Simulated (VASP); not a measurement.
Set up this calculation in VASP 6.6.1, as the native input.

- Task: single point
- Functional: PBE
- Potentials or basis: VASP PAW PBE potentials, release 64 (Dy_3, H), 4f in core
- Cutoff: 500 eV
- k mesh: 6 × 6 × 4
- Occupations: gaussian, width 0.2 eV
- Spin: no spin polarisation
- Dipole correction: no
- Further INCAR settings: ALGO = Normal; EDIFF = 1e-06; NBANDS = 16

The structure of Dy2H lies in POSCAR:

```
Dy2H
1.0
    3.1767857425      0.0000000000      0.0000000000
    0.0000000000      3.1767857425      0.0000000000
    0.0000000000      0.0000000000      6.2886423544
Dy H
2 1
Direct
    0.5000000000      0.5000000000      0.2439989079
    0.5000000000      0.5000000000      0.7560010921
    0.0000000000      0.0000000000      0.0000000000
```

The cell was generated, and may not be a known phase.

These files were run (other wordings do the same):

INCAR

```
SYSTEM = Dy2H
PREC = Accurate
ENCUT = 500
EDIFF = 1E-6
ISMEAR = 0
SIGMA = 0.2
LREAL = .FALSE.
LASPH = .TRUE.
NELM = 200
ALGO = Normal
ISIF = 2
LWAVE = .FALSE.
LCHARG = .TRUE.
GGA = PE
LELF = .TRUE.
LVHAR = .TRUE.
NBANDS = 16
GGA_COMPAT = .FALSE.
LMAXMIX = 6
```

KPOINTS

```
regular mesh
0
G
  6 6 4
  0 0 0
```

Potentials or basis: VASP PAW PBE potentials, release 64 (Dy_3, H), 4f in core.

The run is started by

```console
$ cat potpaw_PBE.64/Dy_3/POTCAR potpaw_PBE.64/H/POTCAR > POTCAR
$ mpirun -np 1 vasp_std > vasp.out
```

It gave:

```yaml
Pressure: 0.8 GPa
Largest_force: 0.028 eV/Å
Band_gap_on_the_k_mesh: zero (an odd number of electrons rules out a gap without spin polarisation)
```

Caveat: spin-orbit coupling is left out, which moves the levels of the heavy elements; the 4f electrons are frozen in the core, so they carry no moment and show no levels.

It took 33 s on 1 thread of Intel Xeon 8259CL, with other jobs on the host, peak memory 0.18 GiB.
